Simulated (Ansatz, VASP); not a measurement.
TaN: VASP beside Ansatz

```
Ta N
1.0
     5.19100    0.00000    0.00000
    -2.59550    4.49554    0.00000
     0.00000    0.00000    2.90800
Ta N
3 3
Direct
  0.00000 0.00000 0.00000
  0.33333 0.66667 0.50000
  0.66667 0.33333 0.50000
  0.50000 0.00000 0.00000
  0.50000 0.50000 0.00000
  0.00000 0.50000 0.00000
```

Alike in both runs: task single point; functional LDA; k mesh 6 × 6 × 10; occupations fermi-dirac, width 0.1 eV; no spin polarisation.

```csv
,VASP,Ansatz
version,VASP 6.6.1,Ansatz 0.2.0
potentials or method,"VASP PAW LDA potentials, release 64 (Ta_sv_GW, N), cutoff 600 eV","plane waves, PAW"
valence electrons in the cell,54,54
```

|  | VASP | Ansatz | Ansatz less VASP |
| --- | --- | --- | --- |
| pressure (GPa) | -4.3 | -5.3 | -1.02 |
| traceless stress, the component that is largest in VASP (GPa) | -0.98 | -1.38 | -0.407 |

LDA's correlation is that of Perdew and Zunger in VASP and of Perdew and Wang (1992) in Ansatz.

Neither program's run includes spin-orbit coupling.
